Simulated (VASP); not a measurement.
Fe: single point with PBE

The system is Fe.

```
CELL_PARAMETERS angstrom
-1.41631 1.41631 1.41631
1.41631 -1.41631 1.41631
1.41631 1.41631 -1.41631
ATOMIC_POSITIONS crystal
Fe 0.00000 0.00000 0.00000
```

```
Program                : VASP 6.6.1
Task                   : single point
Functional             : PBE
Potentials or basis    : VASP PAW PBE potentials, release 64 (Fe)
Cutoff                 : 520 eV
k mesh                 : 15 × 15 × 15
Occupations            : gaussian, width 0.03 eV
Spin                   : collinear spin, ferromagnetic start
Starting moments       : [2.208] μB
Dipole correction      : no
Further INCAR settings : ALGO = Normal; EDIFF = 1e-07; NBANDS = 14
```

| Property | Result |
| --- | --- |
| Pressure | -0.4 GPa |
| Net moment | 2.18 μB per cell |
| Site moments | Fe +2.18 μB |
| Valence electrons inside the program's atomic spheres | Fe 7.27 |

Levels at points of the mesh, in eV from the Fermi level:
Spin up:
```
           k point  band 2  band 3  band 4  band 5  band 6  band 7  band 8  band 9
(0.00, 0.00, 0.00)   -2.32   -2.32   -2.32   -1.11   -1.11   25.02   25.02   25.02
```
Spin down:
```csv
k point,band 1,band 2,band 3,band 4,band 5,band 6,band 7
"(0.00, 0.00, 0.00)",-8.28,-0.41,-0.41,-0.41,1.64,1.64,24.75
```

Wall time 62 s on 1 thread of AMD EPYC 7R13, with other jobs on the host, peak memory 0.11 GiB.
